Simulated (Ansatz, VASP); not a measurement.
# Two plane-wave programs on CuI

POSCAR

```
CuI
1.0
    0.0000000000      3.0120428512      3.0120428512
    3.0120428512      0.0000000000      3.0120428512
    3.0120428512      3.0120428512      0.0000000000
Cu I
1 1
Direct
    0.2500000000      0.2500000000      0.2500000000
    0.0000000000      0.0000000000      0.0000000000
```

The input INCAR.step1:

```
SYSTEM = CuI
PREC = Accurate
ENCUT = 520
ISMEAR = 0
SIGMA = 0.01
LREAL = .FALSE.
LASPH = .TRUE.
NELM = 60
NBANDS = 16
GGA = PE
ALGO = Normal
EDIFF = 1E-4
LWAVE = .TRUE.
LCHARG = .FALSE.
```

The input INCAR.step2:

```
SYSTEM = CuI
PREC = Accurate
ENCUT = 520
EDIFF = 1E-6
ISMEAR = 0
SIGMA = 0.01
LREAL = .FALSE.
LASPH = .TRUE.
NELM = 60
ALGO = Normal
ISIF = 2
LWAVE = .FALSE.
LCHARG = .FALSE.
METAGGA = R2SCAN
LMIXTAU = .TRUE.
NBANDS = 16
ISTART = 1
```

KPOINTS

```
Automatic mesh
0
G
  6 6 6
  0 0 0
```

Input for Ansatz:

```yaml
crystal:
  lattice:
    - [0.0, 3.0120428512, 3.0120428512]
    - [3.0120428512, 0.0, 3.0120428512]
    - [3.0120428512, 3.0120428512, 0.0]
  atoms:
    - { symbol: Cu, position: [0.25, 0.25, 0.25] }
    - { symbol: I, position: [0.0, 0.0, 0.0] }
kpoints:
  mp_grid: { grid: [6, 6, 6] }
hamiltonian:
  xc: r2scan
scf:
  occupations: { method: fixed }
  n_extra_bands: 4
output:
  forces: true
  stress: true
  eigenvalues: true
```

Alike in both runs: task single point; functional r2SCAN; k mesh 6 × 6 × 6; no spin polarisation.

```csv
,VASP,Ansatz
version,VASP 6.6.1,Ansatz 0.2.0
potentials or method,"VASP PAW PBE potentials, release 64 (Cu, I)","plane waves, PAW"
plane-wave cutoff (eV),520,500
occupations,"gaussian, width 0.01 eV",fixed
valence electrons in the cell,18,36
```

```tsv
	VASP	Ansatz	Ansatz less VASP
gap on the k mesh at the Fermi level (eV)	1.67	1.67	-0.005
pressure (GPa)	-0.1	0.0	+0.04
```

VASP's potentials were made for PBE, not for r2SCAN. VASP's potentials hold 18 valence electrons a cell and Ansatz's 36, so a difference there can come from the potentials and not from the codes.

Neither program's run includes spin-orbit coupling.
